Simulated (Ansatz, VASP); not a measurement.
**AlSn in VASP and in Ansatz**

Contents of INCAR:

```
PREC = Accurate
ENCUT = 500
EDIFF = 1E-6
ISMEAR = -1
SIGMA = 0.008617333262145177
LREAL = False
LASPH = True
NELM = 120
ALGO = Normal
ISIF = 2
LWAVE = False
LCHARG = False
GGA = PE
NBANDS = 16
GGA_COMPAT = False
```

The input KPOINTS:

```
regular mesh
0
Gamma
  6 6 4
```

POSCAR

```
AlSn
1.0
    4.1981056157      0.0000000000      0.0000000000
   -2.0990528078      3.6356661109      0.0000000000
    0.0000000000      0.0000000000      3.3068470000
Al Sn
1 1
Direct
    0.0000000000      0.0000000000      0.0000000000
    0.3333333333      0.6666666667      0.5000000000
```

Input for Ansatz:

```yaml
crystal:
  lattice:
    - [4.1981056157, 0.0, 0.0]
    - [-2.0990528078, 3.6356661109, 0.0]
    - [0.0, 0.0, 3.306847]
  atoms:
    - { symbol: Al, position: [0.0, 0.0, 0.0] }
    - { symbol: Sn, position: [0.3333333333, 0.6666666667, 0.5] }
basis:
  ecutwfc: 420
  precision: f64
kpoints:
  mp_grid: { grid: [6, 6, 4] }
hamiltonian:
  xc: pbe
scf:
  occupations: { method: fermi_dirac, width: "100 K" }
  mixing: { algorithm: msr1 }
  convergence: { dr2_threshold: "1e-3 eV" }
  max_iter: 67
output:
  forces: true
  stress: true
  eigenvalues: true
```

Alike in both runs: task single point; functional PBE; k mesh 6 × 6 × 4; no spin polarisation.

|  | VASP | Ansatz |
| --- | --- | --- |
| version | VASP 6.6.1 | Ansatz 0.2.0 |
| potentials or method | VASP PAW PBE potentials, release 64 (Al, Sn_d), cutoff 500 eV | scalar-relativistic, plane waves, PAW |
| occupations | fermi-dirac, width 0.00861733 eV | fermi-dirac |
| valence electrons in the cell | 17 | 17 |

```csv
,VASP,Ansatz,Ansatz less VASP
gap on the k mesh at the Fermi level (eV),none,none,-
pressure (GPa),1.1,1.1,+0.04
"traceless stress, the component that is largest in VASP (GPa)",7.06,7.06,0.000
```

A gap of «none» marks a metal or a gap that the smearing closes. Ansatz's warnings: force scf threshold loose, stress scf threshold loose.

The k mesh is coarse, so the values compare programs but aren't converged.
